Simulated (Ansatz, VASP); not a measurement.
**YSe in VASP and in Ansatz**

Contents of INCAR:

```
SYSTEM = YSe
ALGO     = Normal         ! electronic algorithm
EDIFF    = 1E-8           ! SCF threshold, eV
ENCUT    = 520            ! plane-wave cutoff, eV
GGA      = CA             ! functional
ISIF     = 2              ! what is computed and relaxed
ISMEAR   = -1             ! smearing method
LASPH    = .True.         ! aspherical terms in the spheres
LCHARG   = .False.        ! write CHGCAR
LEFG     = .True.       
LREAL    = .False.        ! projectors in reciprocal space
LWAVE    = .False.        ! write WAVECAR
NBANDS   = 16             ! bands
NELM     = 80             ! most SCF steps
PREC     = Accurate       ! precision mode
SIGMA    = 0.03           ! smearing width, eV
```

KPOINTS

```
k-points
0
Gamma
  7 7 7
  0 0 0
```

POSCAR

```
YSe
1.0
    0.0000000000      2.8361438855      2.8361438855
    2.8361438855      0.0000000000      2.8361438855
    2.8361438855      2.8361438855      0.0000000000
Y Se
1 1
Direct
    0.0000000000      0.0000000000      0.0000000000
    0.5000000000      0.5000000000      0.5000000000
```

Input for Ansatz:

```yaml
crystal:
  lattice:
    - [0.0, 2.8361438855, 2.8361438855]
    - [2.8361438855, 0.0, 2.8361438855]
    - [2.8361438855, 2.8361438855, 0.0]
  atoms:
    - { symbol: "Y", position: [0.0, 0.0, 0.0] }
    - { symbol: Se, position: [0.5, 0.5, 0.5] }
kpoints:
  mp_grid: { grid: [7, 7, 7] }
scf:
  occupations: { method: fermi_dirac, width: 0.03 }
hamiltonian:
  xc: lda
  pseudopotentials: { kind: all_electron, datasets: crystal }
output:
  forces: true
  stress: true
  eigenvalues: true
  efg: { contact_densities: true }
```

Change from the starting cell: volume scaled by 0.96, crystal datasets.

Alike in both runs: task electric field gradients; functional LDA; k mesh 7 × 7 × 7; occupations fermi-dirac, width 0.03 eV; no spin polarisation.

|  | VASP | Ansatz |
| --- | --- | --- |
| version | VASP 6.6.1 | Ansatz 0.2.0 |
| potentials or method | VASP PAW LDA potentials, release 64 (Y_sv, Se), cutoff 520 eV | all-electron PAW with datasets made for the crystal, scalar-relativistic |

|  | VASP | Ansatz | Ansatz less VASP |
| --- | --- | --- | --- |
| pressure (GPa) | -1.2 | -1.4 | -0.16 |

LDA's correlation is that of Perdew and Zunger in VASP and of Perdew and Wang (1992) in Ansatz. Ansatz ran all-electron here, and VASP with PAW potentials.
